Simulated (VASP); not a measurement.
SiNi (rocksalt type): single point with PBE

Crystal: SiNi (rocksalt type).

```xyz
2
Lattice="0.0000 2.1053 2.1053 2.1053 0.0000 2.1053 2.1053 2.1053 0.0000" Properties=species:S:1:pos:R:3 pbc="T T T"
Ni    0.0000    0.0000    0.0000
Si    2.1053    2.1053    2.1053
```

```
Program                : VASP 6.6.1
Task                   : single point
Functional             : PBE
Potentials or basis    : VASP PAW PBE potentials, release 64 (Ni, Si)
Cutoff                 : 520 eV
k mesh                 : 16 × 16 × 16
Occupations            : fermi-dirac, width 0.08 eV
Spin                   : no spin polarisation
Dipole correction      : no
Further INCAR settings : ALGO = Normal; EDIFF = 1e-07; NBANDS = 14
```

```json
{
  "Pressure": "110.0 GPa",
  "Band gap on the k mesh": "zero (bands 7 and 8 overlap by 7.45 eV)"
}
```

Levels at points of the mesh, in eV from the Fermi level:
| k point | band 3 | band 4 | band 5 | band 6 | band 7 | band 8 | band 9 | band 10 | band 11 | band 12 |
| --- | --- | --- | --- | --- | --- | --- | --- | --- | --- | --- |
| (0.00, 0.00, 0.00) | -4.35 | -4.35 | -4.19 | -4.19 | 5.73 | 5.73 | 5.73 | 11.37 | 11.37 | 11.37 |
| (0.50, 0.00, 0.00) | -5.27 | -5.27 | -2.97 | -2.97 | -1.81 | 6.74 | 6.74 | 7.91 | 7.97 | 7.97 |
| (0.50, 0.50, 0.00) | -5.91 | -3.58 | -2.66 | -2.66 | -0.98 | -0.43 | -0.43 | 6.37 | 6.76 | 20.53 |

Wall time 24 s on 1 thread of AMD EPYC 9R45 (Zen 5), on a shared host, peak memory 0.13 GiB.

Caveat: the cell stands under pressure. Spin polarisation is off, so any magnetic state and its effect on volume and gap are missing.
